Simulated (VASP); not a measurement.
# NbN (Fm-3m) in VASP: a series of runs, part 2 of 2

VASP 6.6.1.

## 3. Relaxation of the atoms, PBE, collinear spin (10.36 Å³/atom)

This run uses another cell than the first one, of 10.36 Å³/atom.

Contents of INCAR:

```
SYSTEM = NbN
PREC = Accurate
ENCUT = 520
EDIFF = 1E-7
ISMEAR = -1
SIGMA = 0.05
LREAL = .FALSE.
LASPH = .TRUE.
NELM = 200
ALGO = Normal
ISIF = 2
LWAVE = .FALSE.
LCHARG = .FALSE.
ISPIN = 2
MAGMOM = 2 0
LORBIT = 11
LMAXMIX = 4
GGA = PE
IBRION = 2
NSW = 80
EDIFFG = -0.02
GGA_COMPAT = .FALSE.
NELMIN = 4
KPAR = 4
```

Contents of KPOINTS:

```
regular mesh
0
G
  18 18 18
  0 0 0
```

Contents of POSCAR:

```
NbN
1.0
    0.0000000000      2.1797713683      2.1797713683
    2.1797713683      0.0000000000      2.1797713683
    2.1797713683      2.1797713683      0.0000000000
Nb N
1 1
Direct
    0.5000000000      0.5000000000      0.5000000000
    0.0000000000      0.0000000000      0.0000000000
```

Potentials or basis: VASP PAW PBE potentials, release 64 (Nb_sv, N).

Run with:

```
$ cat potpaw_PBE.64/Nb_sv/POTCAR potpaw_PBE.64/N/POTCAR > POTCAR
$ mpirun -np 4 vasp_std > vasp.out
```

OUTCAR:

```text
SYSTEM = NbN
   PREC = Accurate
   ENCUT = 520
   EDIFF = 1E-7
   ISMEAR = -1
   LREAL = .FALSE.
   LASPH = .TRUE.
   NELM = 200
   ISIF = 2
   ISPIN = 2
   LORBIT = 11
   GGA = PE
   IBRION = 2
   NSW = 80
   EDIFFG = -0.02
   NELMIN = 4

 ion  position               nearest neighbor table
   1  0.500  0.500  0.500-   2 2.18   2 2.18   2 2.18   2 2.18   2 2.18   2 2.18
   2  0.000  0.000  0.000-   1 2.18   1 2.18   1 2.18   1 2.18   1 2.18   1 2.18

  LATTYP: Found a face centered cubic cell.
 ALAT       =     4.3595427366

  Lattice vectors:

 A1 = (   0.0000000000,   2.1797713683,   2.1797713683)
 A2 = (   2.1797713683,   0.0000000000,   2.1797713683)
 A3 = (   2.1797713683,   2.1797713683,   0.0000000000)

Analysis of symmetry for initial positions (statically):
=====================================================================
 Subroutine PRICEL returns:
 Original cell was already a primitive cell.

 Routine SETGRP: Setting up the symmetry group for a
[... 1009 lines left out ...]
     12      17.1948      0.00000
     13      18.5227      0.00000
     14      20.2312      0.00000

 [... further k-points ...]

------------------------ aborting loop because EDIFF is reached ----------------------------------------

  FORCE on cell =-STRESS in cart. coord.  units (eV):
  Direction    XX          YY          ZZ          XY          YZ          ZX
  --------------------------------------------------------------------------------------
  -------------------------------------------------------------------------------------
  Total        1.7578622      1.7578622      1.7578622      0.0000000     -0.0000000      0.0000000
  in kB      135.9667061    135.9667061    135.9667061      0.0000000     -0.0000000      0.0000000
  external PRESSURE =     135.9667061 kB  Pullay stress =       0.0000000 kB

 VOLUME and BASIS-vectors are now :
 -----------------------------------------------------------------------------
  energy-cutoff  :      520.00
  volume of cell :       20.71
      direct lattice vectors                 reciprocal lattice vectors
     0.000000000  2.179771368  2.179771368    -0.229381855  0.229381855  0.229381855
     2.179771368  0.000000000  2.179771368     0.229381855 -0.229381855  0.229381855
     2.179771368  2.179771368  0.000000000     0.229381855  0.229381855 -0.229381855

 POSITION                                       TOTAL-FORCE (eV/Angst)
 -----------------------------------------------------------------------------------
      2.17977      2.17977      2.17977         0.000000      0.000000      0.000000
      0.00000      0.00000      0.00000         0.000000      0.000000      0.000000
 -----------------------------------------------------------------------------------
    total drift:                                0.000000     -0.000000      0.000000

  FREE ENERGIE OF THE ION-ELECTRON SYSTEM (eV)
  ---------------------------------------------------
  free  energy   TOTEN  =       -20.5047161421 eV

  energy  without entropy=      -20.4971708937  energy(sigma->0) =      -20.50094352

 reached required accuracy - stopping structural energy minimisation

 total charge

# of ion       s       p       d       tot
------------------------------------------
    1        2.154   6.065   2.469  10.688
    2        1.242   2.533   0.000   3.775
--------------------------------------------------
tot          3.397   8.598   2.469  14.464

 magnetization (x)

# of ion       s       p       d       tot
------------------------------------------
    1        0.000  -0.000  -0.000  -0.000
    2       -0.000  -0.000   0.000  -0.000
--------------------------------------------------
tot          0.000  -0.000  -0.000  -0.000
```

OSZICAR:

```text
N       E                     dE             d eps       ncg     rms          rms(c)
DAV:   1     0.159433164096E+03    0.15943E+03   -0.10367E+04 10952   0.137E+03
DAV:   2    -0.125769415731E+02   -0.17201E+03   -0.16532E+03 12964   0.467E+02
DAV:   3    -0.232154566669E+02   -0.10639E+02   -0.10419E+02 19764   0.929E+01
DAV:   4    -0.234375580869E+02   -0.22210E+00   -0.22188E+00 12878   0.111E+01
DAV:   5    -0.234460539346E+02   -0.84958E-02   -0.84938E-02 17668   0.188E+00    0.152E+01
DAV:   6    -0.206046841325E+02    0.28414E+01   -0.11032E+01 16066   0.359E+01    0.521E+00
DAV:   7    -0.205187181266E+02    0.85966E-01   -0.68687E-01 13898   0.964E+00    0.305E+00
DAV:   8    -0.205026832896E+02    0.16035E-01   -0.11240E-01 15356   0.352E+00    0.187E+00
DAV:   9    -0.205052337692E+02   -0.25505E-02   -0.10242E-02 17096   0.107E+00    0.491E-01
DAV:  10    -0.205044454294E+02    0.78834E-03   -0.65444E-03 12756   0.848E-01    0.309E-01
DAV:  11    -0.205047232612E+02   -0.27783E-03   -0.94284E-04 12616   0.390E-01    0.820E-02
DAV:  12    -0.205047174648E+02    0.57964E-05   -0.16950E-04 16026   0.143E-01    0.264E-02
DAV:  13    -0.205047156273E+02    0.18375E-05   -0.55903E-06 14182   0.262E-02    0.109E-02
DAV:  14    -0.205047159916E+02   -0.36436E-06   -0.73915E-07 13998   0.987E-03    0.306E-03
DAV:  15    -0.205047161240E+02   -0.13239E-06   -0.45407E-08  7388   0.274E-03    0.132E-03
DAV:  16    -0.205047161421E+02   -0.18108E-07   -0.13544E-08  6666   0.168E-03
   1 F= -.20504716E+02 E0= -.20500944E+02  d E =-.205047E+02  mag=    -0.0000
```

CONTCAR:

```text
NbN
   1.00000000000000
     0.0000000000000000    2.1797713683000000    2.1797713683000000
     2.1797713683000000    0.0000000000000000    2.1797713683000000
     2.1797713683000000    2.1797713683000000    0.0000000000000000
  Nb              N
     1     1
Direct
     0.5000000000000000    0.5000000000000000    0.5000000000000000
     0.0000000000000000    0.0000000000000000    0.0000000000000000

  0.00000000E+00  0.00000000E+00  0.00000000E+00
  0.00000000E+00  0.00000000E+00  0.00000000E+00
```

Wall time 12 s (4 MPI ranks of Intel Xeon 6975P-C (Granite Rapids), shared host); peak memory 0.2 GiB.

Results:

- Free energy: -20.5047 eV
- Pressure after relaxing: 13.6 GPa
- Band gap on the k mesh: zero (filled and empty bands overlap)
- Net moment: 0.00 μB per cell
- Valence electrons inside the program's atomic spheres: Nb 10.69; N 3.77

Final structure:
```cif
data_structure
_symmetry_space_group_name_H-M 'P 1'
_symmetry_Int_Tables_number 1
_cell_length_a 3.0827
_cell_length_b 3.0827
_cell_length_c 3.0827
_cell_angle_alpha 60.000
_cell_angle_beta 60.000
_cell_angle_gamma 60.000
_cell_volume 20.71
loop_
_atom_site_label
_atom_site_type_symbol
_atom_site_fract_x
_atom_site_fract_y
_atom_site_fract_z
_atom_site_occupancy
Nb1 Nb 0.50000 0.50000 0.50000 1
N1 N 0.00000 0.00000 0.00000 1
```

Levels at points of the mesh, in eV from the Fermi level:
Spin up:
```tsv
k point	band 6	band 7	band 8	band 9	band 10	band 11	band 12	band 13
(0.00, 0.00, 0.00)	-3.42	-3.42	-3.42	-2.08	-2.08	-2.08	-0.15	-0.15
(0.50, 0.00, 0.00)	-9.33	-7.24	-7.24	1.54	1.54	2.05	4.58	7.01
(0.50, 0.50, 0.00)	-5.78	-5.21	-4.06	-4.06	1.65	2.90	2.90	4.26
```
Spin down:
```csv
k point,band 5,band 6,band 7,band 8,band 9,band 10,band 11,band 12,band 13,band 14
"(0.00, 0.00, 0.00)",-17.79,-3.42,-3.42,-3.42,-2.08,-2.08,-2.08,-0.15,-0.15,3.42
"(0.50, 0.00, 0.00)",-15.13,-9.33,-7.24,-7.24,1.54,1.54,2.05,4.58,7.01,7.01
"(0.50, 0.50, 0.00)",-17.11,-5.78,-5.21,-4.06,-4.06,1.65,2.90,2.90,4.26,9.61
```

Caveat: the relaxation stopped at its first step, so nothing moved.
